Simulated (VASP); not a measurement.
**TePb: single point with PBE**

TePb:

```
Te Pb
1.0
     0.00000    3.29437    3.29437
     3.29437    0.00000    3.29437
     3.29437    3.29437    0.00000
Te Pb
1 1
Cartesian
  3.2944 3.2944 3.2944
  0.0000 0.0000 0.0000
```

```yaml
Program: VASP 6.6.1
Task: single point
Functional: PBE
Potentials_or_basis: VASP PAW PBE potentials, release 64 (Te, Pb_d)
Cutoff: 520 eV
k_mesh: 5 × 5 × 5
Occupations: gaussian, width 0.01 eV
Spin: no spin polarisation
```

```
Pressure : -0.4 GPa
```

Levels at points of the mesh, in eV from the Fermi level:
```
           k point  band 6  band 7  band 8  band 9  band 10  band 11  band 12  band 13  band 14  band 15
(0.00, 0.00, 0.00)  -11.54   -5.73   -1.12   -1.12    -1.12     4.02     4.02     4.02     5.94     5.94
```

Wall time 23 s on 1 thread of Intel Xeon 8259CL, with other jobs on the host, peak memory 0.21 GiB.

Caveat: this odd mesh misses L, where the gap lies, so gap, dielectric constants and Born charges aren't listed; spin-orbit coupling is left out, which moves the levels of the heavy elements.
